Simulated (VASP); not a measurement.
# InO: single point with PBE+D3(BJ)

Slab: InO, a slab with vacuum.

```xyz
4
Lattice="3.4298 0.0000 0.0000 -1.7149 2.9703 0.0000 0.0000 0.0000 16.6446" Properties=species:S:1:pos:R:3 pbc="T T T"
In    1.7149    0.9901    9.8124
In    1.7149    0.9901    6.8322
O     0.0000    0.0000   10.6505
O     0.0000    0.0000    5.9941
```

This cell differs from its parent crystal: strain +0.000 along x and y, +0.050 along z.

```yaml
Program: VASP 6.6.1
Task: single point
Functional: PBE
Dispersion: D3(BJ)
Potentials_or_basis: VASP PAW PBE potentials, release 64 (In_d, O)
Cutoff: 520 eV
k_mesh: 12 × 12 × 2
Occupations: gaussian, width 0.05 eV
Spin: no spin polarisation
```

```yaml
Largest_force: 0.301 eV/Å
Band_gap_on_the_k_mesh: 0.24 eV, indirect (least direct gap 1.08 eV)
Dispersion_energy_per_atom: -0.141 eV
```

Forces in eV/Å, atoms in the order of the input:
```
In   0.000  0.000 -0.249
In   0.000  0.000  0.249
O    0.000  0.000 -0.301
O    0.000  0.000  0.301
```

Levels at points of the mesh, in eV from the valence-band top:
```csv
k point,band 15,band 16,band 17,band 18,band 19,band 20,band 21,band 22,band 23,band 24
"(0.00, 0.00, 0.00)",-1.76,-1.76,-1.74,-1.74,-0.85,0.24,3.11,6.07,6.22,7.62
"(0.50, 0.00, 0.00)",-2.67,-2.61,-2.53,-2.14,-0.31,2.19,3.82,4.93,6.87,8.24
"(0.00, 0.00, 0.50)",-1.76,-1.76,-1.74,-1.74,-0.85,0.24,3.12,5.92,6.61,7.04
"(0.50, 0.00, 0.50)",-2.67,-2.61,-2.53,-2.14,-0.30,2.19,3.82,4.93,6.87,8.24
```

Run time: 5.8 min on 1 thread of Intel Xeon 6975P-C, with other jobs on the host, peak memory 0.39 GiB.

Caveat: the cell differs from its parent crystal (strain +0.000 along x and y, +0.050 along z); spin-orbit coupling is left out, which moves the levels of the heavy elements.
